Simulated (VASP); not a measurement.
# W3N2 (P-3m1) in VASP: notebook, part 2 of 2

VASP 6.6.1. The steps go on from the part before.

## 4. Single point, PBE

This run uses another cell than the first one, of 15.88 Å³/atom.

INCAR

```
PREC     = Accurate       # precision mode
ENCUT    = 520            # plane-wave cutoff, eV
EDIFF    = 1E-6           # SCF threshold, eV
ISMEAR   = 0              # smearing method
SIGMA    = 0.1            # smearing width, eV
LREAL    = False          # projectors in reciprocal space
LASPH    = True           # aspherical terms in the spheres
NELM     = 80             # most SCF steps
ALGO     = Normal         # electronic algorithm
ISIF     = 2              # what is computed and relaxed
LWAVE    = False          # write WAVECAR
LCHARG   = True           # write CHGCAR
GGA      = PE             # functional
LELF     = True           # ELF
LVHAR    = True         
NBANDS   = 34             # bands
```

KPOINTS

```
Automatic mesh
0
Gamma
  12 12 4
```

POSCAR

```
W3N2
1.0
    3.0296380181      0.0000000000      0.0000000000
   -1.5148190090      2.6237434880      0.0000000000
    0.0000000000      0.0000000000      9.9906741813
W N
3 2
Direct
    0.0000000000      0.0000000000      0.0000000000
    0.3333333333      0.6666666667      0.7763492051
    0.6666666667      0.3333333333      0.2236507949
    0.3333333333      0.6666666667      0.3158247530
    0.6666666667      0.3333333333      0.6841752470
```

Potentials or basis: VASP PAW PBE potentials, release 64 (W_sv, N).

Launch:

```sh
$ cat potpaw_PBE.64/W_sv/POTCAR potpaw_PBE.64/N/POTCAR > POTCAR
$ mpirun -np 1 vasp_std > vasp.out
```

OUTCAR:

```text
PREC = Accurate
   ENCUT = 520
   EDIFF = 1E-6
   ISMEAR = 0
   LREAL = False
   LASPH = True
   NELM = 80
   ISIF = 2
   GGA = PE

 ion  position               nearest neighbor table
   1  0.000  0.000  0.000-   2 2.84   3 2.84   3 2.84   2 2.84   3 2.84   2 2.84
   2  0.333  0.667  0.776-   5 1.98   5 1.98   5 1.98   1 2.84   1 2.84   1 2.84
   3  0.667  0.333  0.224-   4 1.98   4 1.98   4 1.98   1 2.84   1 2.84   1 2.84
   4  0.333  0.667  0.316-   3 1.98   3 1.98   3 1.98
   5  0.667  0.333  0.684-   2 1.98   2 1.98   2 1.98

  LATTYP: Found a hexagonal cell.
 ALAT       =     3.0296380181
 C/A-ratio  =     3.2976461616

  Lattice vectors:

 A1 = (   3.0296380181,   0.0000000000,   0.0000000000)
 A2 = (  -1.5148190090,   2.6237434880,   0.0000000000)
 A3 = (   0.0000000000,   0.0000000000,   9.9906741813)

Analysis of symmetry for initial positions (statically):
=====================================================================
 Subroutine PRICEL returns:
 Original cell was already a primitive cell.

 Routine SETGRP: Setting up the symmetry group for a
[... 176 lines left out ...]

 val. band max:        6.6848958369   @ k =  -0.0833   0.5000   0.2500
 cond. band min:       6.7320621640   @ k =   0.1667   0.0833   0.0000
 fundamental gap:      0.0471663271
 Fermi energy:         6.6877569905

 k-point     1 :       0.0000    0.0000    0.0000
  band No.  band energies     occupation
      1     -67.9754      2.00000
      2     -67.9739      2.00000
      3     -67.0536      2.00000
      4     -32.2658      2.00000
      5     -32.1402      2.00000
      6     -32.0244      2.00000
[... 877 lines left out ...]
     33      10.1753      0.00000
     34      11.5992      0.00000

 [... further k-points ...]

------------------------ aborting loop because EDIFF is reached ----------------------------------------

  FORCE on cell =-STRESS in cart. coord.  units (eV):
  Direction    XX          YY          ZZ          XY          YZ          ZX
  --------------------------------------------------------------------------------------
  -------------------------------------------------------------------------------------
  Total        0.5060903      0.5060903      0.3032505      0.0000000      0.0000000      0.0000000
  in kB       10.2101388     10.2101388      6.1179404      0.0000000      0.0000000      0.0000000
  external PRESSURE =       8.8460727 kB  Pullay stress =       0.0000000 kB

 VOLUME and BASIS-vectors are now :
 -----------------------------------------------------------------------------
  energy-cutoff  :      520.00
  volume of cell :       79.42
      direct lattice vectors                 reciprocal lattice vectors
     3.029638018  0.000000000  0.000000000     0.330072436  0.190567410  0.000000000
    -1.514819009  2.623743488  0.000000000     0.000000000  0.381134819  0.000000000
     0.000000000  0.000000000  9.990674181     0.000000000  0.000000000  0.100093345

 POSITION                                       TOTAL-FORCE (eV/Angst)
 -----------------------------------------------------------------------------------
      0.00000      0.00000      0.00000        -0.000000      0.000000      0.000000
     -0.00000      1.74916      7.75625        -0.000000      0.000000      0.111896
      1.51482      0.87458      2.23442         0.000000      0.000000     -0.111896
     -0.00000      1.74916      3.15530        -0.000000      0.000000      0.131721
      1.51482      0.87458      6.83537        -0.000000      0.000000     -0.131721
 -----------------------------------------------------------------------------------
    total drift:                               -0.000000      0.000000     -0.000000

  FREE ENERGIE OF THE ION-ELECTRON SYSTEM (eV)
  ---------------------------------------------------
  free  energy   TOTEN  =       -55.2323392250 eV

  energy  without entropy=      -55.2170534215  energy(sigma->0) =      -55.22469632
```

stdout:

```text
POSCAR found type information on POSCAR W N
 POSCAR found :  2 types and       5 ions
 scaLAPACK will be used
 LDA part: xc-table for (Slater+PW92), standard interpolation
 POSCAR, INCAR and KPOINTS ok, starting setup
 FFT: planning ... GRIDC
 FFT: planning ... GRID_SOFT
 FFT: planning ... GRID
 WAVECAR not read
 entering main loop
```

Run time: 2.4 min. Hardware: 1 thread of Intel Xeon Platinum 8488C (Sapphire Rapids), shared host; peak memory 0.29 GiB.

Results:

- Free energy: -55.2323 eV
- Pressure: 0.9 GPa
- Largest force: 0.132 eV/Å
- Band gap on the k mesh: zero (bands 26 and 27 overlap by 0.71 eV)

Forces on the atoms (eV/Å):
```
W    0.000  0.000  0.000
W    0.000  0.000  0.112
W    0.000  0.000 -0.112
N    0.000  0.000  0.132
N    0.000  0.000 -0.132
```

Caveat: spin-orbit coupling is left out, which moves the levels of the heavy elements.

## 5. Summary

```csv
cell,k mesh,gap on the mesh (eV),pressure (GPa),largest force (eV/Å)
"a = 3.559, b = 3.559, c = 5.538 Å, angles 90.0, 90.0, 120.0°, 5 atoms, atomic positions A",6 × 6 × 4,none,2.9,3.23
"a = 3.033, b = 3.033, c = 9.852 Å, angles 90.0, 90.0, 120.0°, 5 atoms, atomic positions B",6 × 6 × 4,none,0.9,0.13
"a = 3.030, b = 3.030, c = 9.991 Å, angles 90.0, 90.0, 120.0°, 5 atoms, atomic positions C",12 × 12 × 4,none,0.9,0.13
```

Alike in all rows: task single point; level PBE; potentials or basis VASP PAW PBE potentials, release 64 (W_sv, N); no spin polarisation; cutoff (eV) 520; smearing gaussian 0.1 eV.

Caveats: some runs use coarse meshes; spin-orbit coupling is left out, which moves the levels of the heavy elements; the stress differs along the axes, from -4 to 17 GPa (at least some runs); forces of over 1 eV/Å act on the atoms, so gaps and moduli don't describe the material at rest (at least some runs).

Absolute energies hang on the potentials; compare differences alone.

The gap in the log of VASP goes by the Fermi energy; the results here count the filled bands.